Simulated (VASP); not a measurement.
BeTe (r.bs), 2 atoms in the cell. It takes space group F-43m (No. 216, cubic). The conventional cell has a = 5.658 Å, b = 5.658 Å, c = 5.658 Å, α = 90.00°, β = 90.00°, γ = 90.00°. Be (site symmetry -43m) has 4 Te at 2.45 Å within 3.2 Å. Te (site symmetry -43m) has 4 Be at 2.45 Å within 3.2 Å. 

```yaml
Program: VASP 6.6.1
Task: single point
Functional: r2SCAN
Potentials_or_basis: VASP PAW PBE potentials, release 64 (Be, Te)
Cutoff: 660 eV
k_mesh: 8 × 8 × 8
Occupations: gaussian, width 0.02 eV
Spin: no spin polarisation
Dipole_correction: no
Further_INCAR_settings: ALGO = Normal; EDIFF = 1e-06; NBANDS = 11
```

Potentials or basis: VASP PAW PBE potentials, release 64 (Be, Te).

Command:

```sh
$ cat potpaw_PBE.64/Be/POTCAR potpaw_PBE.64/Te/POTCAR > POTCAR
$ cp INCAR.step1 INCAR
$ mpirun -np 1 vasp_std > vasp.out
$ cp INCAR.step2 INCAR
$ mpirun -np 1 vasp_std > vasp.out
```

Hardware: 1 thread of Intel(R) Xeon(R) 6975P-C (Granite Rapids) (shared host).

Task: How long does it take, and how much memory?

Result: It took 29 s on 1 thread of Intel(R) Xeon(R) 6975P-C (Granite Rapids) (shared host), peak memory 0.22 GiB. Counts: k points 29.
